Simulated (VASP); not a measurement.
In: single point with r2SCAN

In:

```
In
1.0
    -1.91059    1.91059    1.91059
     1.91059   -1.91059    1.91059
     1.91059    1.91059   -1.91059
In
1
Direct
  0.00000 0.00000 0.00000
```

This isn't the form of In at room conditions, which is tetragonal.

| Quantity | Value |
| --- | --- |
| Program | VASP 6.6.1 |
| Task | single point |
| Functional | r2SCAN |
| Potentials or basis | VASP PAW PBE potentials, release 64 (In_d) |
| Cutoff | 520 eV |
| k mesh | 16 × 16 × 16 |
| Occupations | gaussian, width 0.05 eV |
| Spin | no spin polarisation |
| Dipole correction | no |
| Further INCAR settings | ALGO = Normal; EDIFF = 1e-06; NBANDS = 12 |

```yaml
Pressure: -1.5 GPa
Band_gap_on_the_k_mesh: zero (an odd number of electrons rules out a gap without spin polarisation)
```

Levels at points of the mesh, in eV from the Fermi level:
```
           k point  band 2  band 3  band 4  band 5  band 6  band 7  band 8  band 9  band 10  band 11
(0.00, 0.00, 0.00)  -15.22  -15.22  -14.97  -14.97   -9.58   11.00   11.00   11.00    13.57    13.57
(0.50, 0.00, 0.00)  -15.25  -14.99  -14.98  -14.82   -4.06   -3.13    5.87    7.55    10.16    10.28
(0.50, 0.50, 0.50)  -15.31  -14.86  -14.86  -14.86    0.83    1.24    1.24    1.24     5.48     5.48
```

It took 2.9 min on 1 thread of AMD EPYC 7R13 Processor (Zen 3), with other jobs on the host, peak memory 0.16 GiB.

Caveat: the PAW data sets were made with another functional, which shifts forces and pressure a little; spin-orbit coupling is left out, which moves the levels of the heavy elements.
